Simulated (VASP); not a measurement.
Crystal: SiC.

```
Si C
1.0
     3.09500    0.00000    0.00000
    -1.54750    2.68035    0.00000
     0.00000    0.00000   15.17000
Si C
6 6
Direct
  0.66667 0.33333 0.45830
  0.33333 0.66667 0.95830
  0.66667 0.33333 0.79170
  0.33333 0.66667 0.29170
  0.00000 0.00000 0.62500
  0.00000 0.00000 0.12500
  0.66667 0.33333 0.33330
  0.33333 0.66667 0.83330
  0.66667 0.33333 0.66670
  0.33333 0.66667 0.16670
  0.00000 0.00000 0.50000
  0.00000 0.00000 0.00000
```

```yaml
Program: VASP 6.6.1
Task: relaxation of cell and atoms
Functional: revPBE
Dispersion: D4
Potentials_or_basis: VASP PAW PBE potentials, release 64 (Si, C)
Cutoff: 600 eV
k_mesh: 10 × 10 × 2
Occupations: fermi-dirac, width 0.05 eV
Spin: no spin polarisation
```

At the start: pressure -6.6 GPa; volume 10.49 Å³/atom.

Task: How do energy, volume and symmetry change on relaxing?

Result: Over 8 steps the energy falls by 7.1 meV/atom and the volume is 10.16 Å³/atom (-3.1 %); space group P6_3mc (No. 186, to 0.1 Å) before and after.

The path:
```tsv
step	energy change (eV)	largest force (eV/Å)	pressure (GPa)	volume (Å³)
1	0.0000	0.1460	-6.64	125.85
2	0.0044	0.1299	7.58	118.10
3	-0.0847	0.0294	-0.03	121.94
4	-0.0847	0.0312	0.11	121.86
5	-0.0848	0.0224	-0.10	121.97
6	-0.0848	0.0217	-0.05	121.94
7	-0.0848	0.0214	-0.04	121.94
8	-0.0849	0.0074	-0.01	121.92
```

Final structure:
```cif
data_structure
_symmetry_space_group_name_H-M 'P 1'
_symmetry_Int_Tables_number 1
_cell_length_a 3.0613
_cell_length_b 3.0613
_cell_length_c 15.0222
_cell_angle_alpha 90.000
_cell_angle_beta 90.000
_cell_angle_gamma 120.000
_cell_volume 121.92
loop_
_atom_site_label
_atom_site_type_symbol
_atom_site_fract_x
_atom_site_fract_y
_atom_site_fract_z
_atom_site_occupancy
Si1 Si 0.66667 0.33333 0.45830 1
Si2 Si 0.33333 0.66667 0.95830 1
Si3 Si 0.66667 0.33333 0.79185 1
Si4 Si 0.33333 0.66667 0.29185 1
Si5 Si 0.00000 0.00000 0.62503 1
Si6 Si 0.00000 0.00000 0.12503 1
C1 C 0.66667 0.33333 0.33330 1
C2 C 0.33333 0.66667 0.83330 1
C3 C 0.66667 0.33333 0.66685 1
C4 C 0.33333 0.66667 0.16685 1
C5 C 0.00000 0.00000 0.49966 1
C6 C 0.00000 0.00000 0.99966 1
```

Caveat: the PAW data sets were made with another functional, which shifts forces and pressure a little.
